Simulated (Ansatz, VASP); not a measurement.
**One calculation of In7O, two programs**

```xyz
8
Lattice="3.3492 0.0000 0.0000 -1.6746 2.9005 0.0000 0.0000 0.0000 20.2991" Properties=species:S:1:pos:R:3 pbc="T T T"
In    0.0000    1.9337    1.5373
In    1.6746    0.9668   18.7618
In    1.6746    0.9668   12.9336
In    0.0000    0.0000   10.1495
In    0.0000    1.9337    7.3655
In    1.6746    0.9668    4.4869
In    0.0000    1.9337   15.8122
O     0.0000    0.0000    0.0000
```

Alike in both runs: functional PBE; k mesh 12 × 12 × 2; occupations gaussian, width 0.1 eV; no spin polarisation.

Ansatz relaxed the structure, and its values are those at the end. VASP's run is a single point on that final structure, the one shown.

|  | VASP | Ansatz |
| --- | --- | --- |
| version | VASP 6.6.1 | Ansatz 0.2.0 |
| potentials or method | VASP PAW PBE potentials, release 64 (In_d, O), cutoff 600 eV | scalar-relativistic, plane waves, PAW |
| valence electrons in the cell | 97 | 97 |

```csv
,VASP,Ansatz,Ansatz less VASP
gap on the k mesh at the Fermi level (eV),none,none,-
pressure (GPa),0.0,0.0,-0.02
rms of the force components (eV/Å),0.006,0.000,-0.0052
```

A gap of «none» marks a metal or a gap that the smearing closes.
